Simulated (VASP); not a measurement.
A run of VASP 6.6.1 is set up as follows.

File INCAR:

```
PREC = Accurate ; ENCUT = 600
EDIFF = 1E-6 ; ISMEAR = 0
SIGMA = 0.02 ; LREAL = False
LASPH = True ; NELM = 120
ALGO = Normal ; ISIF = 2
LWAVE = False ; LCHARG = False
GGA = PE ; NBANDS = 11
GGA_COMPAT = False
```

KPOINTS

```
Automatic mesh
0
Gamma
  10 10 10
```

File POSCAR:

```
SiC
1.0
    0.0000000000      2.1898586883      2.1898586883
    2.1898586883      0.0000000000      2.1898586883
    2.1898586883      2.1898586883      0.0000000000
Si C
1 1
Direct
    0.0000000000      0.0000000000      0.0000000000
    0.2500000000      0.2500000000      0.2500000000
```

Potentials or basis: VASP PAW PBE potentials, release 64 (Si, C).

Run with:

```bash
$ cat potpaw_PBE.64/Si/POTCAR potpaw_PBE.64/C/POTCAR > POTCAR
$ mpirun -np 1 vasp_std > vasp.out
```

Task: Estimate the band gap on the k mesh.

Result: 1.37 eV, indirect (least direct gap 4.53 eV).

Task: What does it give for the pressure?

Result: -0.2 GPa.

A k mesh can miss the band edges.
